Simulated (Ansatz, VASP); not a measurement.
Si2Ni in VASP and in Ansatz

Contents of INCAR:

```
SYSTEM = Si2Ni
PREC     = Accurate       ! precision mode
ENCUT    = 520            ! plane-wave cutoff, eV
EDIFF    = 1E-6           ! SCF threshold, eV
ISMEAR   = 0              ! smearing method
SIGMA    = 0.15           ! smearing width, eV
LREAL    = .FALSE.        ! projectors in reciprocal space
LASPH    = .TRUE.         ! aspherical terms in the spheres
NELM     = 80             ! most SCF steps
ALGO     = Normal         ! electronic algorithm
ISIF     = 2              ! what is computed and relaxed
LWAVE    = .FALSE.        ! write WAVECAR
LCHARG   = .FALSE.        ! write CHGCAR
GGA      = PE             ! functional
NBANDS   = 16             ! bands
```

File KPOINTS:

```
regular mesh
0
G
  16 16 16
  0 0 0
```

The input POSCAR:

```
Si2Ni
1.0
    0.0000000000      2.6825617118      2.7642640990
    2.6825617118      0.0000000000      2.7642640990
    2.6825617118      2.6825617118      0.0000000000
Si Ni
2 1
Direct
    0.2500000000      0.2500000000      0.2500000000
    0.7500000000      0.7500000000      0.7500000000
    0.0000000000      0.0000000000      0.0000000000
```

Input for Ansatz:

```yaml
crystal:
  lattice:
    - [0.0, 2.6825617118, 2.764264099]
    - [2.6825617118, 0.0, 2.764264099]
    - [2.6825617118, 2.6825617118, 0.0]
  atoms:
    - { symbol: Si, position: [0.25, 0.25, 0.25] }
    - { symbol: Si, position: [0.75, 0.75, 0.75] }
    - { symbol: Ni, position: [0.0, 0.0, 0.0] }
basis:
  ecutwfc: 420
kpoints:
  mp_grid: { grid: [16, 16, 16] }
hamiltonian:
  xc: pbe
scf:
  occupations: { method: gaussian, width: 0.15 }
output:
  forces: true
  stress: true
  eigenvalues: true
  write_density: true
  write_potential: true
  elf: true
  volumetric_format: npy
```

Change from the starting cell: strain -0.015 along x and y, +0.015 along z, atoms carried along.

Alike in both runs: task single point; functional PBE; k mesh 16 × 16 × 16; occupations gaussian, width 0.15 eV; no spin polarisation.

|  | VASP | Ansatz |
| --- | --- | --- |
| version | VASP 6.6.1 | Ansatz 0.2.0 |
| potentials or method | VASP PAW PBE potentials, release 64 (Si, Ni), cutoff 520 eV | scalar-relativistic, plane waves, PAW |
| valence electrons in the cell | 18 | 26 |

Ansatz gave:

* gap on the k mesh at the Fermi level (eV): none
* pressure (GPa): 2.2
* traceless stress, the component that is largest in VASP (GPa): -1.04

Estimate VASP's values.

gap on the k mesh at the Fermi level (eV): none; pressure (GPa): 2.1; traceless stress, the component that is largest in VASP (GPa): -1.00.

A gap of «none» marks a metal or a gap that the smearing closes. VASP's potentials hold 18 valence electrons a cell and Ansatz's 26, so a difference there can come from the potentials and not from the codes.
